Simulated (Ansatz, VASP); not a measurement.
## Two plane-wave programs on Ag3Os

```
Ag Os
1.0
     2.73838    0.00000    0.00000
     0.00000    2.73838    0.00000
     0.00000    0.00000    8.91052
Ag Os
3 1
Cartesian
  0.0000 0.0000 6.6290
  0.0000 0.0000 2.2815
  1.3692 1.3692 0.0000
  1.3692 1.3692 4.4553
```

Alike in both runs: functional PBE; k mesh 6 × 6 × 3; occupations gaussian, width 0.2 eV; no spin polarisation.

Ansatz relaxed the structure, and its values are those at the end. VASP's run is a single point on that final structure, the one shown.

```csv
,VASP,Ansatz
version,VASP 6.6.1,Ansatz 0.2.0
potentials or method,"VASP PAW PBE potentials, release 64 (Ag, Os), cutoff 520 eV","scalar-relativistic, plane waves, PAW"
valence electrons in the cell,41,73
```

|  | VASP | Ansatz | Ansatz less VASP |
| --- | --- | --- | --- |
| gap on the k mesh at the Fermi level (eV) | none | none | - |
| pressure (GPa) | -0.2 | 0.1 | +0.21 |
| rms of the force components (eV/Å) | 0.007 | 0.005 | -0.0019 |

A gap of «none» marks a metal or a gap that the smearing closes. The functional is the same, so the differences come from potentials, cutoffs and numerics. VASP's potentials hold 41 valence electrons a cell and Ansatz's 73, so a difference there can come from the potentials and not from the codes.

The k mesh is coarse, so the values compare programs but aren't converged. Neither program's run includes spin-orbit coupling.
